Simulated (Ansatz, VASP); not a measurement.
Ir in VASP and in Ansatz

```xyz
1
Lattice="0.0000 2.0930 1.5369 2.0930 0.0000 1.5369 2.0930 2.0930 0.0000" Properties=species:S:1:pos:R:3 pbc="T T T"
Ir    0.0000    0.0000    0.0000
```

Alike in both runs: task single point; functional LDA; k mesh 22 × 22 × 22; occupations gaussian, width 0.15 eV; no spin polarisation.

```csv
,VASP,Ansatz
version,VASP 6.6.1,Ansatz 0.2.0
potentials or method,"VASP PAW LDA potentials, release 64 (Ir_sv_GW), cutoff 560 eV","scalar-relativistic, plane waves, PAW"
valence electrons in the cell,17,17
```

```csv
,VASP,Ansatz,Ansatz less VASP
gap on the k mesh at the Fermi level (eV),none,none,-
pressure (GPa),24.8,25.2,+0.37
"traceless stress, the component that is largest in VASP (GPa)",18.97,19.17,+0.201
```

Ansatz warns that its potentials were made for another functional, while VASP's fit it. LDA's correlation is that of Perdew and Zunger in VASP and of Perdew and Wang (1992) in Ansatz. A gap of «none» marks a metal or a gap that the smearing closes.

Neither program's run includes spin-orbit coupling.
